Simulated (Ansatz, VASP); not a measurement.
One calculation of AlCu3, two programs

Contents of INCAR:

```
SYSTEM = AlCu3
PREC     = Accurate       ! precision mode
ENCUT    = 520            ! plane-wave cutoff, eV
EDIFF    = 1E-7           ! SCF threshold, eV
ISMEAR   = -1             ! smearing method
SIGMA    = 0.05           ! smearing width, eV
LREAL    = .False.        ! projectors in reciprocal space
LASPH    = .True.         ! aspherical terms in the spheres
NELM     = 100            ! most SCF steps
ALGO     = Normal         ! electronic algorithm
ISIF     = 2              ! what is computed and relaxed
LWAVE    = .False.        ! write WAVECAR
LCHARG   = .False.        ! write CHGCAR
GGA      = PS             ! functional
NBANDS   = 26             ! bands
```

File KPOINTS:

```
regular mesh
0
Gamma
  6 6 6
  0 0 0
```

Contents of POSCAR:

```
AlCu3
1.0
    3.7087162292      0.0000000000      0.0000000000
    0.0000000000      3.7087162292      0.0000000000
    0.0000000000      0.0000000000      3.7087162292
Al Cu
1 3
Direct
    0.0000000000      0.0000000000      0.0000000000
    0.5000000000      0.5000000000      0.0000000000
    0.5000000000      0.0000000000      0.5000000000
    0.0000000000      0.5000000000      0.5000000000
```

Input for Ansatz:

```yaml
crystal:
  lattice:
    - [3.7087162291836537, 0.0, 0.0]
    - [0.0, 3.7087162291836537, 0.0]
    - [0.0, 0.0, 3.7087162291836537]
  atoms:
    - { symbol: Al, position: [0.0, 0.0, 0.0] }
    - { symbol: Cu, position: [0.5, 0.5, 0.0] }
    - { symbol: Cu, position: [0.5, 0.0, 0.5] }
    - { symbol: Cu, position: [0.0, 0.5, 0.5] }
basis:
  ecutwfc: 500.0
kpoints:
  mp_grid:
    grid: [6, 6, 6]
hamiltonian:
  xc: pbesol
  pseudopotentials:
    kind: paw
scf:
  occupations:
    method: fermi_dirac
    width: 0.05
output:
  stress: true
```

Alike in both runs: task single point; functional PBEsol; k mesh 6 × 6 × 6; occupations fermi-dirac, width 0.05 eV; no spin polarisation.

|  | VASP | Ansatz |
| --- | --- | --- |
| version | VASP 6.6.1 | Ansatz 0.2.0 |
| potentials or method | VASP PAW PBE potentials, release 64 (Al, Cu), cutoff 520 eV | plane waves, PAW |
| valence electrons in the cell | 36 | 60 |

Ansatz gave:

```
pressure (GPa) : -8.3
```

**Question.** What did VASP give for the same quantities?

**Answer.** Pressure (GPa): -7.8.

VASP's potentials were made for PBE, not for PBEsol. With one functional, cell and mesh, what is left measures potentials, basis and numerics. VASP's potentials hold 36 valence electrons a cell and Ansatz's 60, so a difference there can come from the potentials and not from the codes.
